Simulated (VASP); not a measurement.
Wanted: the native input for a VASP 6.6.1 run.

| Item | Value |
| --- | --- |
| Task | single point |
| Functional | LDA |
| Potentials or basis | VASP PAW LDA potentials, release 64 (Zn, S) |
| Cutoff | 520 eV |
| k mesh | 8 × 8 × 8 |
| Occupations | gaussian, width 0.02 eV |
| Spin | no spin polarisation |
| Dipole correction | no |
| Further INCAR settings | ALGO = Normal; EDIFF = 1e-07; NBANDS = 16 |

The structure of ZnS (dq5) lies in POSCAR:

```
ZnS
1.0
    0.0000000000      2.6484058459      2.6484058459
    2.6484058459      0.0000000000      2.6484058459
    2.6484058459      2.6484058459      0.0000000000
Zn S
1 1
Direct
    0.0000000000      0.0000000000      0.0000000000
    0.7500000000      0.7500000000      0.7500000000
```

These files were run (other wordings do the same):

INCAR

```
SYSTEM = ZnS
PREC = Accurate ; ENCUT = 520
EDIFF = 1E-7 ; ISMEAR = 0
SIGMA = 0.02 ; LREAL = .FALSE.
LASPH = .TRUE. ; NELM = 60
ALGO = Normal ; ISIF = 2
LWAVE = .FALSE. ; LCHARG = .FALSE.
GGA = CA ; NBANDS = 16
```

KPOINTS

```
regular mesh
0
G
  8 8 8
  0 0 0
```

Potentials or basis: VASP PAW LDA potentials, release 64 (Zn, S).

Command:

```console
$ cat potpaw_LDA.64/Zn/POTCAR potpaw_LDA.64/S/POTCAR > POTCAR
$ mpirun -np 1 vasp_std > vasp.out
```

Results of the run:

The pressure is 0.3 GPa. The band gap on the k mesh is 2.16 eV, direct.

It took 7.4 s on 1 thread of Intel(R) Xeon(R) 6975P-C (Granite Rapids), with other jobs on the host, peak memory 0.14 GiB.
